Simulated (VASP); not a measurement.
Write the native input for VASP 6.6.1 that does the following.

```
Task                   : single point
Functional             : PBE
Dispersion             : D3(BJ)
Potentials or basis    : VASP PAW PBE potentials, release 64 (C, Cl, H)
Cutoff                 : 520 eV
k mesh                 : 2 × 2 × 1
Occupations            : fermi-dirac, width 0.02 eV
Spin                   : no spin polarisation
Dipole correction      : no
Further INCAR settings : LREAL = Auto; ALGO = Normal; EDIFF = 1e-06; NBANDS = 56
```

The structure of HC18Cl lies in POSCAR:

```
HC18Cl
1.0
    7.3980000000      0.0000000000      0.0000000000
   -3.6990000000      6.4068560000      0.0000000000
    0.0000000000      0.0000000000     11.0000000000
C Cl H
18 1 1
Direct
   -0.0077315445     -0.0070140487      0.0891036364
    0.2160100518      0.1048684409      0.0892200000
   -0.0058242136      0.3263934760      0.0888531818
    0.2142029240      0.4363971970      0.0889830000
   -0.0076114553      0.6578387278      0.0888934545
    0.2158931228      0.7695810550      0.0891288182
    0.3276564261     -0.0068542199      0.0892950909
    0.5472000700      0.1029378528      0.0891025455
    0.3259131620      0.3244081028      0.0891825455
    0.5492367860      0.4362186383      0.0891859091
    0.3258323703      0.6599321102      0.0891026364
    0.5493732492      0.7715534733      0.0892224545
    0.6590146342     -0.0089396422      0.0890259091
    0.8823386736      0.1025602885      0.0887290000
    0.6588824391      0.3263547675      0.0888741818
    0.8823973828      0.4382770582      0.0883870909
    0.6610259465      0.6598475134      0.0892304545
    0.8805671747      0.7696166419      0.0891929091
    1.0348756630      0.3812960678      0.4120590000
    1.0464680645      0.3670218279      0.2952282727
```

The input as run:

INCAR

```
PREC = Accurate
ENCUT = 520
EDIFF = 1E-6
ISMEAR = -1
SIGMA = 0.02
LREAL = Auto
LASPH = True
NELM = 100
ALGO = Normal
ISIF = 2
LWAVE = False
LCHARG = True
GGA = PE
IVDW = 12
LELF = True
LVHAR = True
NBANDS = 56
```

KPOINTS

```
Automatic mesh
0
Gamma
  2 2 1
```

Potentials or basis: VASP PAW PBE potentials, release 64 (C, Cl, H).

The run is started by

```bash
$ cat potpaw_PBE.64/C/POTCAR potpaw_PBE.64/Cl/POTCAR potpaw_PBE.64/H/POTCAR > POTCAR
$ mpirun -np 1 vasp_std > vasp.out
```

It gave:

The largest force is 0.096 eV/Å and the band gap on the k mesh is 0.19 eV, direct. The dispersion energy per atom is -0.089 eV.

Caveat: the k points lie up to 0.49 Å⁻¹ apart.

Run time: 2.2 min on 1 thread of Intel(R) Xeon(R) 6975P-C (Granite Rapids), on a shared host, peak memory 0.61 GiB.
